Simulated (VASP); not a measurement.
**SiC: relaxation of cell and atoms with PBE**

SiC:

```
CELL_PARAMETERS angstrom
2.86475 0.00000 0.00000
-1.43238 2.48095 0.00000
0.00000 0.00000 2.55815
ATOMIC_POSITIONS crystal
Si 0.66667 0.33333 0.50000
C 0.33333 0.66667 0.00000
```

| Quantity | Value |
| --- | --- |
| Program | VASP 6.6.1 |
| Task | relaxation of cell and atoms |
| Functional | PBE |
| Potentials or basis | VASP PAW PBE potentials, release 64 (Si, C) |
| Cutoff | 600 eV |
| k mesh | 24 × 24 × 22 |
| Occupations | gaussian, width 0.1 eV |
| Spin | no spin polarisation |
| Dipole correction | no |
| Further INCAR settings | ALGO = Normal; EDIFF = 1e-07; IBRION = 2; EDIFFG = -0.01; NSW = 100; ISIF = 3 |

| Property | Result |
| --- | --- |
| Relaxed volume | 9.13 Å³/atom |
| Relaxed cell | a = 2.863 Å, b = 2.863 Å, c = 2.572 Å, α = 90.00°, β = 90.00°, γ = 120.00° |
| Space group after relaxing (to 0.05 Å) | P-6m2 (No. 187) |
| Energy gained by relaxing | 0.4 meV/atom |
| Ionic steps | 5 |
| Pressure after relaxing | 0.0 GPa |
| Band gap on the k mesh | zero (band 4 reaches 12.45 eV, above the bottom of band 5 at 7.99 eV) |

Stress tensor (GPa, compression positive):
```
 0.06  0.00  0.00
 0.00  0.06  0.00
 0.00  0.00 -0.06
```

The path:
| step | energy change (eV) | largest force (eV/Å) | pressure (GPa) | volume (Å³) |
| --- | --- | --- | --- | --- |
| 1 | 0.0000 | 0.0000 | 1.01 | 18.18 |
| 2 | -0.0005 | 0.0000 | -0.90 | 18.33 |
| 3 | -0.0008 | 0.0000 | -0.20 | 18.28 |
| 4 | -0.0008 | 0.0000 | -0.22 | 18.28 |
| 5 | -0.0008 | 0.0000 | 0.02 | 18.25 |

Final structure:
```
Si C
1.0
     2.86288    0.00000    0.00000
    -1.43144    2.47932    0.00000
     0.00000    0.00000    2.57157
Si C
1 1
Direct
  0.66667 0.33333 0.50000
  0.33333 0.66667 0.00000
```

Levels at points of the mesh, in eV from the Fermi level:
| k point | band 2 | band 3 | band 4 | band 5 | band 6 | band 7 |
| --- | --- | --- | --- | --- | --- | --- |
| (0.00, 0.00, 0.00) | -0.82 | -0.82 | -0.72 | 3.93 | 5.74 | 6.65 |
| (0.50, 0.00, 0.00) | -10.84 | -3.28 | 1.20 | 1.75 | 8.92 | 9.56 |
| (0.00, 0.00, 0.50) | -11.73 | 1.26 | 1.26 | 7.82 | 7.87 | 8.88 |
| (0.50, 0.00, 0.50) | -7.91 | -7.00 | -3.76 | -0.64 | 5.02 | 6.53 |

Run time: 2.2 min on 1 thread of AMD EPYC 9R45 96-Core Processor (Zen 5), on a shared host, peak memory 0.22 GiB.
